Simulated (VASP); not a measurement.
# In3Se (Pm-3m) in VASP: a series of runs

In3Se is run at these levels: PBEsol+D3(BJ); tasks: single point.

Everything below comes from runs of VASP 6.6.1. Logs are shortened: lines on timing, memory, paths and dates and some standing lists are left out, and cuts for length are marked.

### 1 The cell of the first run

The structure is cubic, space group Pm-3m (No. 221). Conventional cell: a = 4.588 Å, b = 4.588 Å, c = 4.588 Å, α = 90.00°, β = 90.00°, γ = 90.00°. In (site symmetry 4/mmm) has 8 In at 3.24 Å and 4 Se at 3.24 Å within 4.3 Å. Within 4.3 Å of Se (site symmetry m-3m) lie 12 In at 3.24 Å.

### 2 Single point, PBEsol+D3(BJ)

INCAR

```
SYSTEM = In3Se
PREC     = Accurate       ! precision mode
ENCUT    = 520            ! plane-wave cutoff, eV
EDIFF    = 1E-6           ! SCF threshold, eV
ISMEAR   = 0              ! smearing method
SIGMA    = 0.1            ! smearing width, eV
LREAL    = .FALSE.        ! projectors in reciprocal space
LASPH    = .TRUE.         ! aspherical terms in the spheres
NELM     = 100            ! most SCF steps
ALGO     = Normal         ! electronic algorithm
ISIF     = 2              ! what is computed and relaxed
LWAVE    = .FALSE.        ! write WAVECAR
LCHARG   = .TRUE.         ! write CHGCAR
GGA      = PS             ! functional
IVDW     = 12             ! dispersion correction
LELF     = .TRUE.         ! ELF
LVHAR    = .TRUE.       
NBANDS   = 30             ! bands
```

KPOINTS

```
regular mesh
0
G
  10 10 10
  0 0 0
```

POSCAR

```
In3Se
1.0
    4.5878535042      0.0000000000      0.0000000000
    0.0000000000      4.5878535042      0.0000000000
    0.0000000000      0.0000000000      4.5878535042
In Se
3 1
Direct
    0.0000000000      0.5000000000      0.5000000000
    0.5000000000      0.0000000000      0.5000000000
    0.5000000000      0.5000000000      0.0000000000
    0.0000000000      0.0000000000      0.0000000000
```

Potentials or basis: VASP PAW PBE potentials, release 64 (In_d, Se).

Command:

```bash
cat potpaw_PBE.64/In_d/POTCAR potpaw_PBE.64/Se/POTCAR > POTCAR
mpirun -np 1 vasp_std > vasp.out
```

OUTCAR:

```text
SYSTEM = In3Se
   PREC = Accurate
   ENCUT = 520
   EDIFF = 1E-6
   ISMEAR = 0
   LREAL = .FALSE.
   LASPH = .TRUE.
   NELM = 100
   ISIF = 2
   GGA = PS
   IVDW = 12
 IVDW          = 12

 ion  position               nearest neighbor table
   1  0.000  0.500  0.500-   2 3.24   3 3.24   4 3.24   3 3.24   4 3.24   2 3.24   4 3.24   4 3.24
                             2 3.24   3 3.24   3 3.24   2 3.24
   2  0.500  0.000  0.500-   1 3.24   3 3.24   4 3.24   3 3.24   4 3.24   1 3.24   3 3.24   3 3.24
                             1 3.24   4 3.24   4 3.24   1 3.24
   3  0.500  0.500  0.000-   1 3.24   2 3.24   4 3.24   1 3.24   2 3.24   2 3.24   4 3.24   2 3.24
                             1 3.24   4 3.24   1 3.24   4 3.24
   4  0.000  0.000  0.000-   1 3.24   2 3.24   3 3.24   1 3.24   2 3.24   1 3.24   3 3.24   1 3.24
                             2 3.24   3 3.24   2 3.24   3 3.24

  LATTYP: Found a simple cubic cell.
 ALAT       =     4.5878535042

  Lattice vectors:

 A1 = (   4.5878535042,   0.0000000000,   0.0000000000)
 A2 = (   0.0000000000,   4.5878535042,   0.0000000000)
 A3 = (   0.0000000000,   0.0000000000,   4.5878535042)

Analysis of symmetry for initial positions (statically):
=====================================================================
 Subroutine PRICEL returns:
 Original cell was already a primitive cell.

 Routine SETGRP: Setting up the symmetry group for a
 simple cubic supercell.

 Subroutine GETGRP returns: Found 48 space group operations
 (whereof 48 operations were pure point group operations)
 out of a pool of 48 trial point group operations.

The static configuration has the point symmetry O_h .

Analysis of symmetry for dynamics (positions and initial velocities):
=====================================================================
 Subroutine PRICEL returns:
 Original cell was already a primitive cell.

 Routine SETGRP: Setting up the symmetry group for a
 simple cubic supercell.

 Subroutine GETGRP returns: Found 48 space group operations
 (whereof 48 operations were pure point group operations)
 out of a pool of 48 trial point group operations.

The dynamic configuration has the point symmetry O_h .

 Subroutine INISYM returns: Found 48 space group operations
 (whereof 48 operations are pure point group operations),
 and found     1 'primitive' translations

----------------------------------------------------------------------------------------

                                     Primitive cell

  volume of cell :      96.5670

  direct lattice vectors                    reciprocal lattice vectors
     4.587853504  0.000000000  0.000000000     0.217966855  0.000000000  0.000000000
     0.000000000  4.587853504  0.000000000     0.000000000  0.217966855  0.000000000
     0.000000000  0.000000000  4.587853504     0.000000000  0.000000000  0.217966855

  length of vectors
     4.587853504  4.587853504  4.587853504     0.217966855  0.217966855  0.217966855

  position of ions in fractional coordinates (direct lattice)
     0.000000000  0.500000000  0.500000000
     0.500000000  0.000000000  0.500000000
     0.500000000  0.500000000  0.000000000
     0.000000000  0.000000000  0.000000000

  ion indices of the primitive-cell ions
   primitive index   ion index
                 1           1
                 2           2
                 3           3
                 4           4

----------------------------------------------------------------------------------------

 KPOINTS: regular mesh

Automatic generation of k-mesh.
 Grid dimensions read from file:
 generate k-points for:   10   10   10

 Generating k-lattice:

  Cartesian coordinates                     Fractional coordinates (reciprocal lattice)
     0.021796686  0.000000000  0.000000000     0.100000000  0.000000000  0.000000000
     0.000000000  0.021796686  0.000000000     0.000000000  0.100000000  0.000000000
     0.000000000  0.000000000  0.021796686     0.000000000  0.000000000  0.100000000

  Length of vectors
     0.021796686  0.021796686  0.021796686

  Shift w.r.t. Gamma in fractional coordinates (k-lattice)
     0.000000000  0.000000000  0.000000000

 Subroutine IBZKPT returns following result:
 ===========================================

 Found     56 irreducible k-points:

 Following reciprocal coordinates:
            Coordinates               Weight
  0.000000  0.000000  0.000000      1.000000
  0.100000  0.000000  0.000000      6.000000
  0.200000  0.000000  0.000000      6.000000
  0.300000  0.000000  0.000000      6.000000
  0.400000  0.000000  0.000000      6.000000
  0.500000  0.000000  0.000000      3.000000
[... 16 lines left out ...]
  0.200000  0.100000  0.100000     24.000000
  0.300000  0.100000  0.100000     24.000000
 [... further k-points ...]
   k-points           NKPTS =     56   k-points in BZ     NKDIM =     56   number of bands    NBANDS=     30
   number of dos      NEDOS =    301   number of ions     NIONS =      4
   total plane-waves  NPLWV =  46656
   dimension x,y,z NGX =    36 NGY =   36 NGZ =   36
   dimension x,y,z NGXF=    72 NGYF=   72 NGZF=   72
   ions per type =               3   1
   NGX,Y,Z   is equivalent  to a cutoff of  13.04, 13.04, 13.04 a.u.
   NGXF,Y,Z  is equivalent  to a cutoff of  26.09, 26.09, 26.09 a.u.
 SYSTEM =  In3Se
   PREC   = accura    normal or accurate (medium, high low for compatibility)
   ISTART =      0    job   : 0-new  1-cont  2-samecut
   ICHARG =      2    charge: 1-file 2-atom 10-const
   ISPIN  =      1    spin polarized calculation?
   LNONCOLLINEAR =      F non collinear calculations
   LSORBIT =      F    spin-orbit coupling
   LASPH  =      T    aspherical Exc in radial PAW
   ENCUT  =  520.0 eV  38.22 Ry    6.18 a.u.   8.53  8.53  8.53*2*pi/ulx,y,z
   NELM   =    100;   NELMIN=  2; NELMDL= -5     # of ELM steps
   EDIFF  = 0.1E-05   stopping-criterion for ELM
   LREAL  =      F    real-space projection
   EDIFFG = 0.1E-04   stopping-criterion for IOM
   NSW    =      0    number of steps for IOM
   IBRION =     -1    ionic relax: 0-MD 1-quasi-New 2-CG
   NFREE  =      0    steps in history (QN), initial steepest desc. (CG)
   ISIF   =      2    stress and relaxation
   ISYM   =      2    0-nonsym 1-usesym 2-fastsym
   POTIM  = 0.5000    time-step for ionic-motion
   TEBEG  =    0.0;   TEEND  =   0.0 temperature during run
   PSTRESS=    0.0 pullay stress
   NELECT =      45.0000    total number of electrons
   NUPDOWN=      -1.0000    fix difference up-down
   EMIN   =  10.00;   EMAX   =-10.00  energy-range for DOS
   EFERMI =   0.00;   METHOD = LEGACY
   ISMEAR =     0;   SIGMA  =   0.10  broadening in eV -4-tet -1-fermi 0-gaus
   EFERMI_NEDOS =   21; number of points for ismear=-14 and -15
   IALGO  =     38    algorithm
   IMIX   =      4    mixing-type and parameters
     AMIX     =   0.40;   BMIX     =  1.00
     AMIX_MAG =   1.60;   BMIX_MAG =  1.00
  volume/ion in A,a.u.               =      24.14       162.92
  Fermi-wavevector in a.u.,A,eV,Ry     =   1.269218  2.398474 21.917810  1.610914
  Thomas-Fermi vector in A             =   2.402271
   LORBIT       =      0    0 simple, 1 ext, 2 COOP (PROOUT), +10 PAW based schemes
   GGA     = PS    functional components
   LHFCALC =     F    Hartree Fock is set to
   AEXX    =    0.0000 exact exchange contribution
   IVDW    =    12    specifies the selected vdW correction
   LEPSILON=     F    determine dielectric tensor
   LRPA    =     F    only Hartree local field effects (RPA)
 non-spin polarized calculation
 Gauss-broadening in eV      SIGMA  =   0.10
  energy-cutoff  :      520.00
  volume of cell :       96.57
 maximum number of plane-waves:      2624
 NGX is ok and might be reduce to    36
   NGX = 17   NGY = 17   NGZ = 17

 number of electron      44.9999975 magnetization

 Free energy of the ion-electron system (eV)
  ---------------------------------------------------
  ext. energy  EPLUGINS =         0.00000000
  ---------------------------------------------------
  free energy    TOTEN  =       -13.20571950 eV

  energy without entropy =      -13.19570024  energy(sigma->0) =      -13.20070987

 E-fermi :   7.2568     XC(G=0): -10.5490

 val. band max:        7.2009058264   @ k =   0.3000   0.2000   0.1000
 cond. band min:       7.2758104102   @ k =   0.4000   0.1000   0.0000
 fundamental gap:      0.0749045838
 Fermi energy:         7.2567812144

 k-point     1 :       0.0000    0.0000    0.0000
  band No.  band energies     occupation
      1      -7.6013      2.00000
      2      -7.5444      2.00000
      3      -7.5444      2.00000
      4      -7.5444      2.00000
      5      -7.3793      2.00000
      6      -7.3793      2.00000
[... 22 lines left out ...]
     29      12.9512      0.00000
     30      14.4096      0.00000

 k-point     2 :       0.1000    0.0000    0.0000
  band No.  band energies     occupation
      1      -7.5871      2.00000
      2      -7.5418      2.00000
      3      -7.5318      2.00000
      4      -7.5318      2.00000
      5      -7.3774      2.00000
      6      -7.3703      2.00000
[... 22 lines left out ...]
     29      13.2496      0.00000
     30      14.4513      0.00000

 k-point     3 :       0.2000    0.0000    0.0000
  band No.  band energies     occupation
      1      -7.5465      2.00000
      2      -7.5349      2.00000
      3      -7.4949      2.00000
      4      -7.4949      2.00000
      5      -7.3723      2.00000
      6      -7.3446      2.00000
[... 22 lines left out ...]
     29      13.8993      0.00000
     30      14.5731      0.00000

 k-point     4 :       0.3000    0.0000    0.0000
  band No.  band energies     occupation
      1      -7.5259      2.00000
      2      -7.4869      2.00000
      3      -7.4369      2.00000
      4      -7.4369      2.00000
      5      -7.3648      2.00000
      6      -7.3072      2.00000
[... 616 lines left out ...]
     29      13.5441      0.00000
     30      14.6675      0.00000

 k-point    23 :       0.2000    0.1000    0.1000
  band No.  band energies     occupation
      1      -7.5354      2.00000
      2      -7.5082      2.00000
      3      -7.4824      2.00000
      4      -7.4786      2.00000
      5      -7.3567      2.00000
      6      -7.3349      2.00000
[... 22 lines left out ...]
     29      13.5648      0.00000
     30      14.1116      0.00000

 k-point    24 :       0.3000    0.1000    0.1000
  band No.  band energies     occupation
      1      -7.5099      2.00000
      2      -7.4757      2.00000
      3      -7.4323      2.00000
      4      -7.4197      2.00000
      5      -7.3497      2.00000
      6      -7.2957      2.00000
[... 22 lines left out ...]
     29      12.6645      0.00000
     30      14.7106      0.00000

 [... further k-points ...]

------------------------ aborting loop because EDIFF is reached ----------------------------------------

 Edisp (eV)   -1.47992

 E8    (eV) :    -1.0419

  FORCE on cell =-STRESS in cart. coord.  units (eV):
  Direction    XX          YY          ZZ          XY          YZ          ZX
  --------------------------------------------------------------------------------------
  -------------------------------------------------------------------------------------
  Total      -0.01386    -0.01386    -0.01386     0.00000    -0.00000     0.00000
  in kB      -0.22988    -0.22988    -0.22988     0.00000    -0.00000     0.00000
  external pressure =       -0.23 kB  Pullay stress =        0.00 kB

 VOLUME and BASIS-vectors are now :
 -----------------------------------------------------------------------------
  energy-cutoff  :      520.00
  volume of cell :       96.57
      direct lattice vectors                 reciprocal lattice vectors
     4.587853504  0.000000000  0.000000000     0.217966855  0.000000000  0.000000000
     0.000000000  4.587853504  0.000000000     0.000000000  0.217966855  0.000000000
     0.000000000  0.000000000  4.587853504     0.000000000  0.000000000  0.217966855

 POSITION                                       TOTAL-FORCE (eV/Angst)
 -----------------------------------------------------------------------------------
      0.00000      2.29393      2.29393         0.000000      0.000000      0.000000
      2.29393      0.00000      2.29393         0.000000      0.000000      0.000000
      2.29393      2.29393      0.00000         0.000000      0.000000      0.000000
      0.00000      0.00000      0.00000         0.000000      0.000000      0.000000
 -----------------------------------------------------------------------------------
    total drift:                                0.000000      0.000000      0.000000

  FREE ENERGIE OF THE ION-ELECTRON SYSTEM (eV)
  ---------------------------------------------------
  free  energy   TOTEN  =       -14.6856366923 eV

  energy  without entropy=      -14.6756174356  energy(sigma->0) =      -14.68062706
```

It took 100 s on 1 thread of Intel Xeon Platinum 8259CL at 2.50GHz (Skylake/Cascade Lake), shared host; peak memory 0.3 GiB.

Results:

| Property | Result |
| --- | --- |
| Free energy | -14.6856 eV |
| Pressure | 0.0 GPa |
| Band gap on the k mesh | zero (an odd number of electrons rules out a gap without spin polarisation) |
| Dispersion energy per atom | -0.370 eV |

Levels at points of the mesh, in eV from the Fermi level:
```
           k point  band 20  band 21  band 22  band 23  band 24  band 25
(0.00, 0.00, 0.00)    -3.82    -1.97    -1.97     1.26     1.26     1.26
(0.50, 0.00, 0.00)    -2.83    -1.18    -1.11    -0.27    -0.27     1.21
(0.50, 0.50, 0.00)    -2.22    -1.03    -0.46    -0.46     1.76     1.76
(0.50, 0.50, 0.50)    -4.41    -4.41    -4.41    -3.71     3.50     3.50
```

Caveat: the PAW data sets were made with another functional, which shifts forces and pressure a little; spin-orbit coupling is left out, which moves the levels of the heavy elements.

(Continued in part 2 of 2.)
